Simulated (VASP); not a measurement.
# AlNi3 (R-3m) in VASP: a series of runs

The runs below take AlNi3 through single point, with PBE.

All numbers are computed with VASP 6.6.1; they aren't measurements. Logs are shortened: lines on timing, memory, paths and dates and some standing lists are left out, and cuts for length are marked.

**1. The cell of the first run**

The structure is trigonal, space group R-3m (No. 166). The conventional cell has a = 3.671 Å, b = 3.671 Å, c = 10.787 Å, α = 90.00°, β = 90.00°, γ = 120.00°. Al (site symmetry -3m) has 14 Ni at 2.30 to 2.78 Å within 3.0 Å. Ni (site symmetry 3m) has 4 Al at 2.30 to 2.70 Å and 10 Ni at 2.30 to 2.78 Å within 3.0 Å. Within 3.0 Å of Ni (site symmetry -3m) lie 8 Ni at 2.30 to 2.70 Å and 6 Al at 2.78 Å.

**2. Single point, PBE**

INCAR reads:

```
PREC = Accurate
ENCUT = 520
EDIFF = 1E-6
ISMEAR = 0
SIGMA = 0.15
LREAL = False
LASPH = True
NELM = 60
ALGO = Fast
ISIF = 2
LWAVE = False
LCHARG = False
GGA = PE
NBANDS = 24
```

KPOINTS reads:

```
Automatic mesh
0
Gamma
  14 14 14
```

POSCAR reads:

```
AlNi3
1.0
    0.3454135894      2.9412070970      2.9412070970
    2.9412070970      0.3454135894      2.9412070970
    2.9412070970      2.9412070970      0.3454135894
Al Ni
1 3
Direct
    0.5000000000      0.5000000000      0.5000000000
    0.2500000000      0.2500000000      0.2500000000
    0.0000000000      0.0000000000      0.0000000000
    0.7500000000      0.7500000000      0.7500000000
```

Potentials or basis: VASP PAW PBE potentials, release 64 (Al, Ni).

Launch:

```sh
cat potpaw_PBE.64/Al/POTCAR potpaw_PBE.64/Ni/POTCAR > POTCAR
mpirun -np 1 vasp_std > vasp.out
```

OUTCAR:

```text
PREC = Accurate
   ENCUT = 520
   EDIFF = 1E-6
   ISMEAR = 0
   LREAL = False
   LASPH = True
   NELM = 60
   ISIF = 2
   GGA = PE

 ion  position               nearest neighbor table
   1  0.500  0.500  0.500-   2 2.30   2 2.30   2 2.30   4 2.30   4 2.30   4 2.30   4 2.70   2 2.70
                             3 2.78   3 2.78   3 2.78   3 2.78   3 2.78   3 2.78
   2  0.250  0.250  0.250-   3 2.30   3 2.30   3 2.30   1 2.30   1 2.30   1 2.30   3 2.70   1 2.70
                             4 2.78   4 2.78   4 2.78   4 2.78   4 2.78   4 2.78
   3  0.000  0.000  0.000-   4 2.30   4 2.30   4 2.30   2 2.30   2 2.30   2 2.30   4 2.70   2 2.70
                             1 2.78   1 2.78   1 2.78   1 2.78   1 2.78   1 2.78
   4  0.750  0.750  0.750-   1 2.30   1 2.30   1 2.30   3 2.30   3 2.30   3 2.30   3 2.70   1 2.70
                             2 2.78   2 2.78   2 2.78   2 2.78   2 2.78   2 2.78

  LATTYP: Found a trigonal (rhomboedric) cell.
 ALAT       =     4.1738122769
 COS(alpha) =     0.6132106929

  Lattice vectors:

 A1 = (   0.3454135894,   2.9412070970,   2.9412070970)
 A2 = (   2.9412070970,   0.3454135894,   2.9412070970)
 A3 = (   2.9412070970,   2.9412070970,   0.3454135894)

Analysis of symmetry for initial positions (statically):
=====================================================================
 Subroutine PRICEL returns:
 Original cell was already a primitive cell.

 Routine SETGRP: Setting up the symmetry group for a
 trigonal (rhombohedral) supercell.

 Subroutine GETGRP returns: Found 12 space group operations
 (whereof 12 operations were pure point group operations)
 out of a pool of 12 trial point group operations.

The static configuration has the point symmetry D_3d.

Analysis of symmetry for dynamics (positions and initial velocities):
=====================================================================
 Subroutine PRICEL returns:
 Original cell was already a primitive cell.

 Routine SETGRP: Setting up the symmetry group for a
 trigonal (rhombohedral) supercell.

 Subroutine GETGRP returns: Found 12 space group operations
 (whereof 12 operations were pure point group operations)
 out of a pool of 12 trial point group operations.

The dynamic configuration has the point symmetry D_3d.

 Subroutine INISYM returns: Found 12 space group operations
 (whereof 12 operations are pure point group operations),
 and found     1 'primitive' translations

----------------------------------------------------------------------------------------

                                     Primitive cell

  volume of cell :      41.9640

  direct lattice vectors                    reciprocal lattice vectors
     0.345413589  2.941207097  2.941207097    -0.203302560  0.181936095  0.181936095
     2.941207097  0.345413589  2.941207097     0.181936095 -0.203302560  0.181936095
     2.941207097  2.941207097  0.345413589     0.181936095  0.181936095 -0.203302560

  length of vectors
     4.173812277  4.173812277  4.173812277     0.327922882  0.327922882  0.327922882

  position of ions in fractional coordinates (direct lattice)
     0.500000000  0.500000000  0.500000000
     0.250000000  0.250000000  0.250000000
     0.000000000  0.000000000  0.000000000
     0.750000000  0.750000000  0.750000000

  ion indices of the primitive-cell ions
   primitive index   ion index
                 1           1
                 2           2
                 3           3
                 4           4

----------------------------------------------------------------------------------------

 KPOINTS: Automatic mesh

Automatic generation of k-mesh.
 Grid dimensions read from file:
 generate k-points for:   14   14   14

 Generating k-lattice:

  Cartesian coordinates                     Fractional coordinates (reciprocal lattice)
    -0.014521611  0.012995435  0.012995435     0.071428571  0.000000000  0.000000000
     0.012995435 -0.014521611  0.012995435     0.000000000  0.071428571  0.000000000
     0.012995435  0.012995435 -0.014521611     0.000000000  0.000000000  0.071428571

  Length of vectors
     0.023423063  0.023423063  0.023423063

  Shift w.r.t. Gamma in fractional coordinates (k-lattice)
     0.000000000  0.000000000  0.000000000

 Subroutine IBZKPT returns following result:
 ===========================================

 Found    288 irreducible k-points:

 Following reciprocal coordinates:
            Coordinates               Weight
  0.000000  0.000000  0.000000      1.000000
  0.071429  0.000000 -0.000000      6.000000
  0.142857  0.000000  0.000000      6.000000
  0.214286  0.000000 -0.000000      6.000000
  0.285714  0.000000  0.000000      6.000000
  0.357143  0.000000  0.000000      6.000000
[... 16 lines left out ...]
  0.214286  0.142857  0.000000     12.000000
  0.285714  0.142857  0.000000     12.000000
 [... further k-points ...]
   k-points           NKPTS =    288   k-points in BZ     NKDIM =    288   number of bands    NBANDS=     24
   number of dos      NEDOS =    301   number of ions     NIONS =      4
   total plane-waves  NPLWV =  32768
   dimension x,y,z NGX =    32 NGY =   32 NGZ =   32
   dimension x,y,z NGXF=    64 NGYF=   64 NGZF=   64
   ions per type =               1   3
   NGX,Y,Z   is equivalent  to a cutoff of  12.75, 12.75, 12.75 a.u.
   NGXF,Y,Z  is equivalent  to a cutoff of  25.49, 25.49, 25.49 a.u.
 SYSTEM =  unknown system
   PREC   = accura    normal or accurate (medium, high low for compatibility)
   ISTART =      0    job   : 0-new  1-cont  2-samecut
   ICHARG =      2    charge: 1-file 2-atom 10-const
   ISPIN  =      1    spin polarized calculation?
   LNONCOLLINEAR =      F non collinear calculations
   LSORBIT =      F    spin-orbit coupling
   LASPH  =      T    aspherical Exc in radial PAW
   ENCUT  =  520.0 eV  38.22 Ry    6.18 a.u.   7.76  7.76  7.76*2*pi/ulx,y,z
   NELM   =     60;   NELMIN=  2; NELMDL= -5     # of ELM steps
   EDIFF  = 0.1E-05   stopping-criterion for ELM
   LREAL  =      F    real-space projection
   EDIFFG = 0.1E-04   stopping-criterion for IOM
   NSW    =      0    number of steps for IOM
   IBRION =     -1    ionic relax: 0-MD 1-quasi-New 2-CG
   NFREE  =      0    steps in history (QN), initial steepest desc. (CG)
   ISIF   =      2    stress and relaxation
   ISYM   =      2    0-nonsym 1-usesym 2-fastsym
   POTIM  = 0.5000    time-step for ionic-motion
   TEBEG  =    0.0;   TEEND  =   0.0 temperature during run
   PSTRESS=    0.0 pullay stress
   NELECT =      33.0000    total number of electrons
   NUPDOWN=      -1.0000    fix difference up-down
   EMIN   =  10.00;   EMAX   =-10.00  energy-range for DOS
   EFERMI =   0.00;   METHOD = LEGACY
   ISMEAR =     0;   SIGMA  =   0.15  broadening in eV -4-tet -1-fermi 0-gaus
   EFERMI_NEDOS =   21; number of points for ismear=-14 and -15
   IALGO  =     68    algorithm
   IMIX   =      4    mixing-type and parameters
     AMIX     =   0.40;   BMIX     =  1.00
     AMIX_MAG =   1.60;   BMIX_MAG =  1.00
  volume/ion in A,a.u.               =      10.49        70.80
  Fermi-wavevector in a.u.,A,eV,Ry     =   1.511079  2.855525 31.066997  2.283360
  Thomas-Fermi vector in A             =   2.621184
   LORBIT       =      0    0 simple, 1 ext, 2 COOP (PROOUT), +10 PAW based schemes
   GGA     = PE    functional components
   LHFCALC =     F    Hartree Fock is set to
   AEXX    =    0.0000 exact exchange contribution
   IVDW    =     0    specifies the selected vdW correction
   LEPSILON=     F    determine dielectric tensor
   LRPA    =     F    only Hartree local field effects (RPA)
 non-spin polarized calculation
 RMM-DIIS sequential band-by-band and
 Gauss-broadening in eV      SIGMA  =   0.15
  energy-cutoff  :      520.00
  volume of cell :       41.96
 maximum number of plane-waves:      1145
   NGX = 15   NGY = 15   NGZ = 15

 number of electron      32.9999998 magnetization

 Free energy of the ion-electron system (eV)
  ---------------------------------------------------
  ext. energy  EPLUGINS =         0.00000000
  ---------------------------------------------------
  free energy    TOTEN  =       -20.70350452 eV

  energy without entropy =      -20.67465331  energy(sigma->0) =      -20.68907891

 E-fermi :  10.6500     XC(G=0): -13.0529

 val. band max:       10.6482396265   @ k =  -0.4286   0.2143   0.1429
 cond. band min:      10.6506778967   @ k =  -0.3571   0.5000   0.1429
 fundamental gap:      0.0024382702
 Fermi energy:        10.6500077637

 k-point     1 :       0.0000    0.0000    0.0000
  band No.  band energies     occupation
      1       0.1204      2.00000
      2       6.5693      2.00000
      3       6.7816      2.00000
      4       6.7816      2.00000
      5       7.1239      2.00000
      6       7.1239      2.00000
[... 16 lines left out ...]
     23      19.3598      0.00000
     24      19.9059      0.00000

 k-point     2 :       0.0714    0.0000   -0.0000
  band No.  band energies     occupation
      1       0.2065      2.00000
      2       6.5326      2.00000
      3       6.7850      2.00000
      4       6.8330      2.00000
      5       7.0906      2.00000
      6       7.1791      2.00000
[... 16 lines left out ...]
     23      19.2751      0.00000
     24      19.7108      0.00000

 k-point     3 :       0.1429    0.0000    0.0000
  band No.  band energies     occupation
      1       0.4631      2.00000
      2       6.4796      2.00000
      3       6.8126      2.00000
      4       6.8524      2.00000
      5       7.0871      2.00000
      6       7.3197      2.00000
[... 16 lines left out ...]
     23      18.5859      0.00000
     24      19.7098      0.00000
[... 514 lines left out ...]
 k-point    23 :       0.2143    0.1429    0.0000
  band No.  band energies     occupation
      1       0.8351      2.00000
      2       6.1887      2.00000
      3       6.8948      2.00000
      4       7.0007      2.00000
      5       7.1962      2.00000
      6       7.3535      2.00000
[... 16 lines left out ...]
     23      18.8079      0.00000
     24      20.0484      0.00000

 k-point    24 :       0.2857    0.1429    0.0000
  band No.  band energies     occupation
      1       1.2858      2.00000
      2       6.0969      2.00000
      3       6.8248      2.00000
      4       7.0496      2.00000
      5       7.2820      2.00000
      6       7.4454      2.00000
[... 16 lines left out ...]
     23      18.9086      0.00000
     24      19.7714      0.00000

 [... further k-points ...]

------------------------ aborting loop because EDIFF is reached ----------------------------------------

  FORCE on cell =-STRESS in cart. coord.  units (eV):
  Direction    XX          YY          ZZ          XY          YZ          ZX
  --------------------------------------------------------------------------------------
  -------------------------------------------------------------------------------------
  Total        6.5272180      6.5272180      6.5272180     -3.8525495     -3.8525495     -3.8525495
  in kB      249.2079109    249.2079109    249.2079109   -147.0895895   -147.0895895   -147.0895895
  external PRESSURE =     249.2079109 kB  Pullay stress =       0.0000000 kB

 VOLUME and BASIS-vectors are now :
 -----------------------------------------------------------------------------
  energy-cutoff  :      520.00
  volume of cell :       41.96
      direct lattice vectors                 reciprocal lattice vectors
     0.345413589  2.941207097  2.941207097    -0.203302560  0.181936095  0.181936095
     2.941207097  0.345413589  2.941207097     0.181936095 -0.203302560  0.181936095
     2.941207097  2.941207097  0.345413589     0.181936095  0.181936095 -0.203302560

 POSITION                                       TOTAL-FORCE (eV/Angst)
 -----------------------------------------------------------------------------------
      3.11391      3.11391      3.11391        -0.000000     -0.000000      0.000000
      1.55696      1.55696      1.55696        -0.115963     -0.115963     -0.115963
      0.00000      0.00000      0.00000        -0.000000     -0.000000      0.000000
      4.67087      4.67087      4.67087         0.115963      0.115963      0.115963
 -----------------------------------------------------------------------------------
    total drift:                                0.000000     -0.000000      0.000000

  FREE ENERGIE OF THE ION-ELECTRON SYSTEM (eV)
  ---------------------------------------------------
  free  energy   TOTEN  =       -20.7035045233 eV

  energy  without entropy=      -20.6746533050  energy(sigma->0) =      -20.68907891
```

Wall time 2.5 min (1 thread of Intel Xeon 6975P-C (Granite Rapids), shared host); peak memory 0.36 GiB.

What came out:

```
Free energy   : -20.7035 eV
Pressure      : 24.9 GPa
Largest force : 0.201 eV/Å
```

Forces on the atoms (eV/Å):
```
Al   0.000  0.000  0.000
Ni  -0.116 -0.116 -0.116
Ni   0.000  0.000  0.000
Ni   0.116  0.116  0.116
```

Stress tensor (GPa, compression positive):
```
 24.92 -14.71 -14.71
-14.71  24.92 -14.71
-14.71 -14.71  24.92
```

Spin polarisation is off, so any magnetic state and its effect on volume and gap are missing.

**3. Single point, PBE**

This run uses another cell than the first one, of the same volume but with other edges.

INCAR reads:

```
SYSTEM = AlNi3
PREC = Accurate
ENCUT = 520
EDIFF = 1E-6
ISMEAR = 0
SIGMA = 0.15
LREAL = .False.
LASPH = .True.
NELM = 80
ALGO = Fast
ISIF = 2
LWAVE = .False.
LCHARG = .False.
GGA = PE
NBANDS = 24
```

KPOINTS reads:

```
Automatic mesh
0
Gamma
  14 14 14
  0 0 0
```

POSCAR reads:

```
AlNi3
1.0
   -0.3251061026      2.6055378514      2.6055378514
    2.6055378514     -0.3251061026      2.6055378514
    2.6055378514      2.6055378514     -0.3251061026
Al Ni
1 3
Direct
    0.5000000000      0.5000000000      0.5000000000
    0.2500000000      0.2500000000      0.2500000000
    0.0000000000      0.0000000000      0.0000000000
    0.7500000000      0.7500000000      0.7500000000
```

Potentials or basis: VASP PAW PBE potentials, release 64 (Al, Ni).

Launch:

```sh
cat potpaw_PBE.64/Al/POTCAR potpaw_PBE.64/Ni/POTCAR > POTCAR
mpirun -np 1 vasp_std > vasp.out
```

OUTCAR:

```text
SYSTEM = AlNi3
   PREC = Accurate
   ENCUT = 520
   EDIFF = 1E-6
   ISMEAR = 0
   LREAL = .False.
   LASPH = .True.
   NELM = 80
   ISIF = 2
   GGA = PE

 ion  position               nearest neighbor table
   1  0.500  0.500  0.500-   2 2.12   4 2.12   2 2.49   2 2.49   2 2.49   4 2.49   4 2.49   4 2.49
                             3 2.78   3 2.78   3 2.78   3 2.78   3 2.78   3 2.78
   2  0.250  0.250  0.250-   1 2.12   3 2.12   3 2.49   3 2.49   3 2.49   1 2.49   1 2.49   1 2.49
                             4 2.78   4 2.78   4 2.78   4 2.78   4 2.78   4 2.78
   3  0.000  0.000  0.000-   2 2.12   4 2.12   4 2.49   4 2.49   4 2.49   2 2.49   2 2.49   2 2.49
                             1 2.78   1 2.78   1 2.78   1 2.78   1 2.78   1 2.78
   4  0.750  0.750  0.750-   1 2.12   3 2.12   1 2.49   1 2.49   1 2.49   3 2.49   3 2.49   3 2.49
                             2 2.78   2 2.78   2 2.78   2 2.78   2 2.78   2 2.78

  LATTYP: Found a trigonal (rhomboedric) cell.
 ALAT       =     3.6991011027
 COS(alpha) =     0.3723266135

  Lattice vectors:

 A1 = (  -0.3251061026,   2.6055378514,   2.6055378514)
 A2 = (   2.6055378514,  -0.3251061026,   2.6055378514)
 A3 = (   2.6055378514,   2.6055378514,  -0.3251061026)

Analysis of symmetry for initial positions (statically):
=====================================================================
 Subroutine PRICEL returns:
[... 175 lines left out ...]

 E-fermi :  10.6956     XC(G=0): -13.0461

 val. band max:       10.6910194979   @ k =  -0.4286   0.4286   0.2143
 cond. band min:      10.6969763369   @ k =  -0.4286  -0.4286   0.0714
 fundamental gap:      0.0059568390
 Fermi energy:        10.6956010578

 k-point     1 :       0.0000    0.0000    0.0000
  band No.  band energies     occupation
      1       0.1353      2.00000
      2       6.7004      2.00000
      3       6.7004      2.00000
      4       6.7920      2.00000
      5       6.7920      2.00000
      6       7.1875      2.00000
[... 637 lines left out ...]
     23      18.8998      0.00000
     24      20.3136      0.00000

 [... further k-points ...]
[... 5 lines left out ...]
  --------------------------------------------------------------------------------------
  -------------------------------------------------------------------------------------
  Total        7.4081808      7.4081808      7.4081808      7.7067551      7.7067551      7.7067551
  in kB      282.8428961    282.8428961    282.8428961    294.2424060    294.2424060    294.2424060
  external PRESSURE =     282.8428961 kB  Pullay stress =       0.0000000 kB

 VOLUME and BASIS-vectors are now :
 -----------------------------------------------------------------------------
  energy-cutoff  :      520.00
  volume of cell :       41.96
      direct lattice vectors                 reciprocal lattice vectors
    -0.325106103  2.605537851  2.605537851    -0.159258734  0.181963201  0.181963201
     2.605537851 -0.325106103  2.605537851     0.181963201 -0.159258734  0.181963201
     2.605537851  2.605537851 -0.325106103     0.181963201  0.181963201 -0.159258734

 POSITION                                       TOTAL-FORCE (eV/Angst)
 -----------------------------------------------------------------------------------
      2.44298      2.44298      2.44298         0.000000     -0.000000     -0.000000
      1.22149      1.22149      1.22149         0.265004      0.265004      0.265004
      0.00000      0.00000      0.00000         0.000000     -0.000000     -0.000000
      3.66448      3.66448      3.66448        -0.265004     -0.265004     -0.265004
 -----------------------------------------------------------------------------------
    total drift:                                0.000000     -0.000000      0.000000

  FREE ENERGIE OF THE ION-ELECTRON SYSTEM (eV)
  ---------------------------------------------------
  free  energy   TOTEN  =       -20.2341551783 eV

  energy  without entropy=      -20.2038881272  energy(sigma->0) =      -20.21902165
```

OSZICAR:

```text
N       E                     dE             d eps       ncg     rms          rms(c)
DAV:   1     0.190164575029E+03    0.19016E+03   -0.14309E+04 14048   0.179E+03
DAV:   2    -0.142127784106E+02   -0.20438E+03   -0.19227E+03 13872   0.324E+02
DAV:   3    -0.233323190937E+02   -0.91195E+01   -0.87348E+01 16280   0.936E+01
DAV:   4    -0.234726535331E+02   -0.14033E+00   -0.14024E+00 17256   0.101E+01
DAV:   5    -0.234770111869E+02   -0.43577E-02   -0.43575E-02 17512   0.163E+00    0.189E+01
RMM:   6    -0.232936608174E+02    0.18335E+00   -0.31016E+01 15114   0.653E+01    0.166E+01
RMM:   7    -0.206543965317E+02    0.26393E+01   -0.83344E+00 14097   0.359E+01    0.935E+00
RMM:   8    -0.205104798977E+02    0.14392E+00   -0.94189E-01 14814   0.112E+01    0.624E+00
RMM:   9    -0.202434396043E+02    0.26704E+00   -0.19662E-01 15244   0.527E+00    0.678E-01
RMM:  10    -0.202350567865E+02    0.83828E-02   -0.22790E-02 15203   0.145E+00    0.416E-01
RMM:  11    -0.202339977083E+02    0.10591E-02   -0.85378E-03 16762   0.910E-01    0.181E-01
RMM:  12    -0.202341357700E+02   -0.13806E-03   -0.20596E-03 16432   0.448E-01    0.913E-02
RMM:  13    -0.202341283533E+02    0.74168E-05   -0.65688E-04 18119   0.210E-01    0.266E-02
RMM:  14    -0.202341535865E+02   -0.25233E-04   -0.24916E-04 19206   0.109E-01    0.161E-02
RMM:  15    -0.202341553360E+02   -0.17495E-05   -0.32017E-05 18483   0.372E-02    0.894E-03
RMM:  16    -0.202341551783E+02    0.15774E-06   -0.54319E-06 12821   0.159E-02
   1 F= -.20234155E+02 E0= -.20219022E+02  d E =-.302671E-01
```

It took 2.3 min on 1 thread of Intel Xeon 6975P-C (Granite Rapids), shared host; peak memory 0.34 GiB.

What came out:

```yaml
Free_energy: -20.2342 eV
Pressure: 28.3 GPa
Largest_force: 0.459 eV/Å
```

Forces in eV/Å, atoms in the order of the input:
```
Al   0.000  0.000  0.000
Ni   0.265  0.265  0.265
Ni   0.000  0.000  0.000
Ni  -0.265 -0.265 -0.265
```

Levels at points of the mesh, in eV from the Fermi level:
```
           k point  band 13  band 14  band 15  band 16  band 17  band 18  band 19  band 20
(0.00, 0.00, 0.00)    -0.71    -0.71    -0.41    -0.41     4.85     4.85     5.54     5.72
(0.50, 0.00, 0.00)    -0.85    -0.72    -0.45    -0.40    -0.13     4.60     4.67     5.09
(0.50, 0.50, 0.00)    -0.87    -0.67    -0.56    -0.44    -0.17    -0.15    -0.02     3.59
(0.50, 0.50, 0.50)    -1.02    -1.02    -0.37    -0.37    -0.11     3.43     3.43     4.11
```
